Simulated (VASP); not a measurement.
# SnTe (I4mm) in VASP: single point with PBE+D3(BJ)

Aim: the single point of SnTe with PBE+D3(BJ).

Program: VASP 6.6.1. These are calculated values, not measurements. Logs are shortened: lines on timing, memory, paths and dates and some standing lists are left out, and cuts for length are marked.

### Step 1. The cell of the first run

It takes space group I4mm (No. 107, tetragonal). Conventional cell: a = 7.652 Å, b = 7.652 Å, c = 7.652 Å, α = 90.00°, β = 90.00°, γ = 90.00°. Sn (site symmetry 4mm) has 8 Te at 3.26 to 3.37 Å and 6 Sn at 3.73 to 3.93 Å within 4.3 Å. Sn (site symmetry 4mm) has 8 Te at 3.31 Å and 6 Sn at 3.73 to 3.93 Å within 4.4 Å. Sn (site symmetry 2mm) has 8 Te at 3.31 Å and 6 Sn at 3.83 Å within 4.4 Å. Within 4.3 Å of Te (site symmetry m) lie 8 Sn at 3.26 to 3.37 Å and 6 Te at 3.83 Å.

### Step 2. Single point, PBE+D3(BJ) (atom 1 (Sn) moved -0.100 Å towards its neighbour atom 2 (Sn) at 3.826 Å)

Input file INCAR:

```
ALGO = Fast
EDIFF = 1E-6
ENCUT = 520
GGA = PE
ISIF = 2
ISMEAR = 0
IVDW = 12
KPAR = 4
LASPH = T
LCHARG = F
LREAL = F
LWAVE = F
NBANDS = 50
NELM = 80
PREC = Accurate
SIGMA = 0.15
```

Input file KPOINTS:

```
k-points
0
Gamma
  12 12 12
```

Input file POSCAR:

```
SnTe
1.0
   -3.8258851498      3.8258851498      3.8258851498
    3.8258851498     -3.8258851498      3.8258851498
    3.8258851498      3.8258851498     -3.8258851498
Sn Te
4 4
Direct
    0.0130688711      0.5130688711      0.5000000000
    0.5000000000      0.0000000000      0.5000000000
    0.5000000000      0.5000000000      0.0000000000
    0.0000000000      0.0000000000      0.0000000000
    0.5000000000      0.5000000000      0.5000000000
    0.0000000000      0.0000000000      0.5000000000
    0.0000000000      0.5000000000      0.0000000000
    0.5000000000      0.0000000000      0.0000000000
```

Potentials or basis: VASP PAW PBE potentials, release 64 (Sn_d, Te).

On the command line:

```
$ cat potpaw_PBE.64/Sn_d/POTCAR potpaw_PBE.64/Te/POTCAR > POTCAR
$ mpirun -np 4 vasp_std > vasp.out
```

OUTCAR:

```text
EDIFF = 1E-6
   ENCUT = 520
   GGA = PE
   ISIF = 2
   ISMEAR = 0
   IVDW = 12
   LASPH = T
   LREAL = F
   NELM = 80
   PREC = Accurate
 IVDW          = 12

 ion  position               nearest neighbor table
   1  0.013  0.513  0.500-   5 3.26   6 3.26   8 3.26   7 3.26   7 3.37   6 3.37   5 3.37   8 3.37
                             2 3.73
   2  0.500  0.000  0.500-   5 3.31   6 3.31   7 3.31   8 3.31   8 3.31   5 3.31   6 3.31   7 3.31
                             1 3.73
   3  0.500  0.500  0.000-   5 3.31   6 3.31   7 3.31   8 3.31   5 3.31   8 3.31   7 3.31   6 3.31

   4  0.000  0.000  0.000-   5 3.31   6 3.31   7 3.31   8 3.31   6 3.31   7 3.31   8 3.31   5 3.31

   5  0.500  0.500  0.500-   1 3.26   2 3.31   3 3.31   4 3.31   3 3.31   2 3.31   4 3.31   1 3.37

   6  0.000  0.000  0.500-   1 3.26   2 3.31   3 3.31   4 3.31   4 3.31   2 3.31   3 3.31   1 3.37

   7  0.000  0.500  0.000-   1 3.26   2 3.31   3 3.31   4 3.31   4 3.31   3 3.31   2 3.31   1 3.37

   8  0.500  0.000  0.000-   1 3.26   3 3.31   4 3.31   2 3.31   2 3.31   3 3.31   4 3.31   1 3.37

  LATTYP: Found a body centered cubic cell.
 ALAT       =     7.6517702996

  Lattice vectors:

 A1 = (  -3.8258851498,   3.8258851498,   3.8258851498)
 A2 = (   3.8258851498,  -3.8258851498,   3.8258851498)
 A3 = (   3.8258851498,   3.8258851498,  -3.8258851498)

Analysis of symmetry for initial positions (statically):
=====================================================================
 Subroutine PRICEL returns:
 Original cell was already a primitive cell.

 Routine SETGRP: Setting up the symmetry group for a
 body centered cubic supercell.

 Subroutine GETGRP returns: Found  8 space group operations
 (whereof  4 operations were pure point group operations)
 out of a pool of 48 trial point group operations.

The static configuration has the point symmetry C_2v.
 The point group associated with its full space group is C_4v.

Analysis of symmetry for dynamics (positions and initial velocities):
=====================================================================
 Subroutine PRICEL returns:
 Original cell was already a primitive cell.

 Routine SETGRP: Setting up the symmetry group for a
 body centered cubic supercell.

 Subroutine GETGRP returns: Found  8 space group operations
 (whereof  4 operations were pure point group operations)
 out of a pool of 48 trial point group operations.

The dynamic configuration has the point symmetry C_2v.
 The point group associated with its full space group is C_4v.

 Subroutine INISYM returns: Found  8 space group operations
 (whereof  4 operations are pure point group operations),
 and found     1 'primitive' translations

----------------------------------------------------------------------------------------

                                     Primitive cell

  volume of cell :     224.0040

  direct lattice vectors                    reciprocal lattice vectors
    -3.825885150  3.825885150  3.825885150     0.000000000  0.130688711  0.130688711
     3.825885150 -3.825885150  3.825885150     0.130688711  0.000000000  0.130688711
     3.825885150  3.825885150 -3.825885150     0.130688711  0.130688711  0.000000000

  length of vectors
     6.626627463  6.626627463  6.626627463     0.184821748  0.184821748  0.184821748

  position of ions in fractional coordinates (direct lattice)
     0.013068871  0.513068871  0.500000000
     0.500000000  0.000000000  0.500000000
     0.500000000  0.500000000  0.000000000
     0.000000000  0.000000000  0.000000000
     0.500000000  0.500000000  0.500000000
     0.000000000  0.000000000  0.500000000
     0.000000000  0.500000000  0.000000000
     0.500000000  0.000000000  0.000000000

  ion indices of the primitive-cell ions
   primitive index   ion index
                 1           1
                 2           2
                 3           3
                 4           4
                 5           5
                 6           6
                 7           7
                 8           8

----------------------------------------------------------------------------------------

 KPOINTS: k-points

Automatic generation of k-mesh.
 Grid dimensions read from file:
 generate k-points for:   12   12   12

 Generating k-lattice:

  Cartesian coordinates                     Fractional coordinates (reciprocal lattice)
     0.000000000  0.010890726  0.010890726     0.083333333  0.000000000  0.000000000
     0.010890726  0.000000000  0.010890726     0.000000000  0.083333333  0.000000000
     0.010890726  0.010890726  0.000000000     0.000000000  0.000000000  0.083333333

  Length of vectors
     0.015401812  0.015401812  0.015401812

  Shift w.r.t. Gamma in fractional coordinates (k-lattice)
     0.000000000  0.000000000  0.000000000

 Subroutine IBZKPT returns following result:
 ===========================================

 Found    163 irreducible k-points:

 Following reciprocal coordinates:
            Coordinates               Weight
  0.000000  0.000000  0.000000      1.000000
  0.083333  0.000000  0.000000      8.000000
  0.000000  0.000000  0.083333      4.000000
  0.166667  0.000000  0.000000      8.000000
  0.000000  0.000000  0.166667      4.000000
  0.250000  0.000000  0.000000      8.000000
[... 16 lines left out ...]
  0.000000  0.333333  0.083333     16.000000
  0.083333 -0.000000  0.333333     16.000000
 [... further k-points ...]
   k-points           NKPTS =    163   k-points in BZ     NKDIM =    163   number of bands    NBANDS=     50
   number of dos      NEDOS =    301   number of ions     NIONS =      8
   total plane-waves  NPLWV = 125000
   dimension x,y,z NGX =    50 NGY =   50 NGZ =   50
   dimension x,y,z NGXF=   100 NGYF=  100 NGZF=  100
   ions per type =               4   4
   NGX,Y,Z   is equivalent  to a cutoff of  12.54, 12.54, 12.54 a.u.
   NGXF,Y,Z  is equivalent  to a cutoff of  25.09, 25.09, 25.09 a.u.
 SYSTEM =  unknown system
   PREC   = accura    normal or accurate (medium, high low for compatibility)
   ISTART =      0    job   : 0-new  1-cont  2-samecut
   ICHARG =      2    charge: 1-file 2-atom 10-const
   ISPIN  =      1    spin polarized calculation?
   LNONCOLLINEAR =      F non collinear calculations
   LSORBIT =      F    spin-orbit coupling
   LASPH  =      T    aspherical Exc in radial PAW
   ENCUT  =  520.0 eV  38.22 Ry    6.18 a.u.  12.32 12.32 12.32*2*pi/ulx,y,z
   NELM   =     80;   NELMIN=  2; NELMDL= -5     # of ELM steps
   EDIFF  = 0.1E-05   stopping-criterion for ELM
   LREAL  =      F    real-space projection
   EDIFFG = 0.1E-04   stopping-criterion for IOM
   NSW    =      0    number of steps for IOM
   IBRION =     -1    ionic relax: 0-MD 1-quasi-New 2-CG
   NFREE  =      0    steps in history (QN), initial steepest desc. (CG)
   ISIF   =      2    stress and relaxation
   ISYM   =      2    0-nonsym 1-usesym 2-fastsym
   POTIM  = 0.5000    time-step for ionic-motion
   TEBEG  =    0.0;   TEEND  =   0.0 temperature during run
   PSTRESS=    0.0 pullay stress
   NELECT =      80.0000    total number of electrons
   NUPDOWN=      -1.0000    fix difference up-down
   EMIN   =  10.00;   EMAX   =-10.00  energy-range for DOS
   EFERMI =   0.00;   METHOD = LEGACY
   ISMEAR =     0;   SIGMA  =   0.15  broadening in eV -4-tet -1-fermi 0-gaus
   EFERMI_NEDOS =   21; number of points for ismear=-14 and -15
   IALGO  =     68    algorithm
   IMIX   =      4    mixing-type and parameters
     AMIX     =   0.40;   BMIX     =  1.00
     AMIX_MAG =   1.60;   BMIX_MAG =  1.00
  volume/ion in A,a.u.               =      28.00       188.96
  Fermi-wavevector in a.u.,A,eV,Ry     =   1.161501  2.194919 18.355408  1.349084
  Thomas-Fermi vector in A             =   2.298072
   LORBIT       =      0    0 simple, 1 ext, 2 COOP (PROOUT), +10 PAW based schemes
   GGA     = PE    functional components
   LHFCALC =     F    Hartree Fock is set to
   AEXX    =    0.0000 exact exchange contribution
   IVDW    =    12    specifies the selected vdW correction
   LEPSILON=     F    determine dielectric tensor
   LRPA    =     F    only Hartree local field effects (RPA)
 non-spin polarized calculation
 RMM-DIIS sequential band-by-band and
 Gauss-broadening in eV      SIGMA  =   0.15
  energy-cutoff  :      520.00
  volume of cell :      224.00
 maximum number of plane-waves:      6070
 NGX is ok and might be reduce to    50
   NGX = 25   NGY = 25   NGZ = 25

 number of electron      80.0000025 magnetization

 Free energy of the ion-electron system (eV)
  ---------------------------------------------------
  ext. energy  EPLUGINS =         0.00000000
  ---------------------------------------------------
  free energy    TOTEN  =       -28.28340736 eV

  energy without entropy =      -28.22443477  energy(sigma->0) =      -28.25392106

 E-fermi :   7.8157     XC(G=0): -10.1561

 val. band max:        7.8130335878   @ k =  -0.3333  -0.4167   0.0833
 cond. band min:       7.8201484138   @ k =   0.3333   0.0833   0.0000
 fundamental gap:      0.0071148259
 Fermi energy:         7.8157478334

 k-point     1 :       0.0000    0.0000    0.0000
  band No.  band energies     occupation
      1     -13.8071      2.00000
      2     -13.8067      2.00000
      3     -13.7962      2.00000
      4     -13.7962      2.00000
      5     -13.7961      2.00000
      6     -13.7858      2.00000
[... 42 lines left out ...]
     49      11.7988      0.00000
     50      11.8104      0.00000

 k-point     2 :       0.0833    0.0000    0.0000
  band No.  band energies     occupation
      1     -13.8065      2.00000
      2     -13.8059      2.00000
      3     -13.7957      2.00000
      4     -13.7956      2.00000
      5     -13.7955      2.00000
      6     -13.7857      2.00000
[... 1158 lines left out ...]
 k-point    24 :       0.0833   -0.0000    0.3333
  band No.  band energies     occupation
      1     -13.7998      2.00000
      2     -13.7912      2.00000
      3     -13.7890      2.00000
      4     -13.7877      2.00000
      5     -13.7868      2.00000
      6     -13.7840      2.00000
[... 42 lines left out ...]
     49      11.8624      0.00000
     50      12.0490      0.00000

 [... further k-points ...]

------------------------ aborting loop because EDIFF is reached ----------------------------------------

 Edisp (eV)   -3.55256

 E8    (eV) :    -1.6595

  FORCE on cell =-STRESS in cart. coord.  units (eV):
  Direction    XX          YY          ZZ          XY          YZ          ZX
  --------------------------------------------------------------------------------------
  -------------------------------------------------------------------------------------
  Total      -0.33067    -0.33067    -0.30294     0.00000     0.00000     0.00000
  in kB      -2.36512    -2.36512    -2.16679     0.00000     0.00000     0.00000
  external pressure =       -2.30 kB  Pullay stress =        0.00 kB

 VOLUME and BASIS-vectors are now :
 -----------------------------------------------------------------------------
  energy-cutoff  :      520.00
  volume of cell :      224.00
      direct lattice vectors                 reciprocal lattice vectors
    -3.825885150  3.825885150  3.825885150     0.000000000  0.130688711  0.130688711
     3.825885150 -3.825885150  3.825885150     0.130688711  0.000000000  0.130688711
     3.825885150  3.825885150 -3.825885150     0.130688711  0.130688711  0.000000000

 POSITION                                       TOTAL-FORCE (eV/Angst)
 -----------------------------------------------------------------------------------
      3.82589      0.00000      0.10000         0.000000     -0.000000     -0.046119
      0.00000      3.82589      0.00000         0.000000     -0.000000      0.055178
      0.00000      0.00000      3.82589        -0.000000     -0.000000     -0.006093
      0.00000      0.00000      0.00000         0.000000     -0.000000     -0.006093
      1.91294      1.91294      1.91294        -0.011672      0.011672      0.000782
      1.91294      1.91294     -1.91294         0.011672     -0.011672      0.000782
      1.91294     -1.91294      1.91294        -0.011672     -0.011672      0.000782
     -1.91294      1.91294      1.91294         0.011672      0.011672      0.000782
 -----------------------------------------------------------------------------------
    total drift:                                0.000002      0.000002     -0.000153

  FREE ENERGIE OF THE ION-ELECTRON SYSTEM (eV)
  ---------------------------------------------------
  free  energy   TOTEN  =       -31.8359710896 eV

  energy  without entropy=      -31.7769984996  energy(sigma->0) =      -31.80648479
```

It took 17 min on 4 MPI ranks of Oxide Virtual Turin-like, shared host; peak memory 1.3 GiB.

What came out:

- Free energy: -31.8360 eV
- Pressure: -0.2 GPa
- Largest force: 0.055 eV/Å
- Band gap on the k mesh: zero (bands 40 and 41 overlap by 0.99 eV)
- Dispersion energy per atom: -0.444 eV

Forces in eV/Å, atoms in the order of the input:
```
Sn   0.000  0.000 -0.046
Sn   0.000  0.000  0.055
Sn   0.000  0.000 -0.006
Sn   0.000  0.000 -0.006
Te  -0.012  0.012  0.001
Te   0.012 -0.012  0.001
Te  -0.012 -0.012  0.001
Te   0.012  0.012  0.001
```

Caveat: the cell differs from its parent crystal (atom 1 (Sn) moved -0.100 Å towards its neighbour atom 2 (Sn) at 3.826 Å); spin-orbit coupling is left out, which moves the levels of the heavy elements.
